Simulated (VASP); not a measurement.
Wanted: the native input for a VASP 6.6.1 run.

```
Task                   : single point
Functional             : r2SCAN
Potentials or basis    : VASP PAW PBE potentials, release 64 (Au)
Cutoff                 : 550 eV
k mesh                 : 6 × 6 × 4
Occupations            : fermi-dirac, width 0.1 eV
Spin                   : no spin polarisation
Dipole correction      : no
Further INCAR settings : ALGO = Normal; EDIFF = 1e-06; NBANDS = 18
```

Crystal: Au.

```
Au
1.0
     2.89109    0.00000    0.00000
    -1.44555    2.50376    0.00000
     0.00000    0.00000    4.85080
Au
2
Direct
  0.33333 0.66667 0.25000
  0.66667 0.33333 0.75000
```

One way to write it, as run:

POSCAR

```
Au
1.0
    2.8910946026      0.0000000000      0.0000000000
   -1.4455473013      2.5037613706      0.0000000000
    0.0000000000      0.0000000000      4.8507964696
Au
2
Direct
    0.3333333333      0.6666666667      0.2500000000
    0.6666666667      0.3333333333      0.7500000000
```

INCAR.step1

```
PREC = Accurate
ENCUT = 550
ISMEAR = -1
SIGMA = 0.1
LREAL = False
LASPH = True
NELM = 120
NBANDS = 18
GGA = PE
ALGO = Normal
EDIFF = 1E-5
LWAVE = True
LCHARG = False
GGA_COMPAT = False
```

INCAR.step2

```
PREC = Accurate
ENCUT = 550
EDIFF = 1E-6
ISMEAR = -1
SIGMA = 0.1
LREAL = False
LASPH = True
NELM = 120
ALGO = Normal
ISIF = 2
LWAVE = False
LCHARG = False
METAGGA = R2SCAN
LMIXTAU = True
NBANDS = 18
ISTART = 1
GGA_COMPAT = False
```

KPOINTS

```
Automatic mesh
0
Gamma
  6 6 4
```

Potentials or basis: VASP PAW PBE potentials, release 64 (Au).

Run with:

```bash
$ cat potpaw_PBE.64/Au/POTCAR > POTCAR
$ cp INCAR.step1 INCAR
$ mpirun -np 1 vasp_std > vasp.out
$ cp INCAR.step2 INCAR
$ mpirun -np 1 vasp_std > vasp.out
```

It gave:

```
Pressure               : 1.3 GPa
Band gap on the k mesh : zero (band 11 reaches 13.18 eV, above the bottom of band 12 at 6.01 eV)
```

Caveat: the k points lie up to 0.42 Å⁻¹ apart; the PAW data sets were made with another functional, which shifts forces and pressure a little; spin-orbit coupling is left out, which moves the levels of the heavy elements.

Run time: 59 s on 1 thread of Intel(R) Xeon(R) Platinum 8259CL CPU @ 2.50GHz (Skylake/Cascade Lake) (shared host), peak memory 0.16 GiB.
